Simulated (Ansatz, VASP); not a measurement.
WS2: VASP beside Ansatz

INCAR

```
SYSTEM = WS2
PREC = Accurate
ENCUT = 520
EDIFF = 1E-6
ISMEAR = 0
SIGMA = 0.02
LREAL = .False.
LASPH = .True.
NELM = 80
ALGO = Normal
ISIF = 2
LWAVE = .False.
LCHARG = .True.
LDIPOL = .True.
IDIPOL = 3
DIPOL = 0.5 0.5 0.500
GGA = PE
IVDW = 12
LELF = .True.
LVHAR = .True.
LVACPOTAV = .True.
NBANDS = 20
```

File KPOINTS:

```
regular mesh
0
Gamma
  12 12 1
  0 0 0
```

POSCAR

```
WS2
1.0
    2.9700000000      0.0000000000      0.0000000000
   -1.4850000000      2.5720954492      0.0000000000
    0.0000000000      0.0000000000     32.2910878415
S W
2 1
Direct
    0.3333333333      0.6666666667      0.4512000864
    0.3333333333      0.6666666667      0.5488121587
    0.6666666667      0.3333333333      0.5000061202
```

Input for Ansatz:

```yaml
crystal:
  lattice:
    - [2.97, 0.0, 0.0]
    - [-1.485, 2.5720954492, 0.0]
    - [0.0, 0.0, 32.2910878415]
  atoms:
    - { symbol: S, position: [0.3333333333, 0.6666666667, 0.4512000864] }
    - { symbol: W, position: [0.6666666667, 0.3333333333, 0.5000061202] }
    - { symbol: S, position: [0.3333333333, 0.6666666667, 0.5488121587] }
  periodic: [true, true, false]
basis:
  ecutwfc: 420
kpoints:
  mp_grid: { grid: [12, 12, 1] }
hamiltonian:
  xc: pbe
  pseudopotentials: { kind: paw, azcp: { folder: soft_1 } }
  dispersion: d3bj
scf:
  occupations: { method: gaussian, width: 0.02 }
output:
  forces: true
  stress: true
  eigenvalues: true
```

Alike in both runs: task single point; functional PBE; dispersion D3(BJ); k mesh 12 × 12 × 1; occupations gaussian, width 0.02 eV; no spin polarisation.

```csv
,VASP,Ansatz
version,VASP 6.6.1,Ansatz 0.2.0
potentials or method,"VASP PAW PBE potentials, release 64 (S, W_sv), cutoff 520 eV","scalar-relativistic, plane waves, PAW"
valence electrons in the cell,26,26
```

```tsv
	VASP	Ansatz	Ansatz less VASP
gap on the k mesh at the Fermi level (eV)	1.89	1.89	+0.002
least direct gap on the mesh (eV)	2.77	2.77	-0.004
rms of the force components (eV/Å)	0.789	0.790	+0.0002
```

Neither program's run includes spin-orbit coupling.
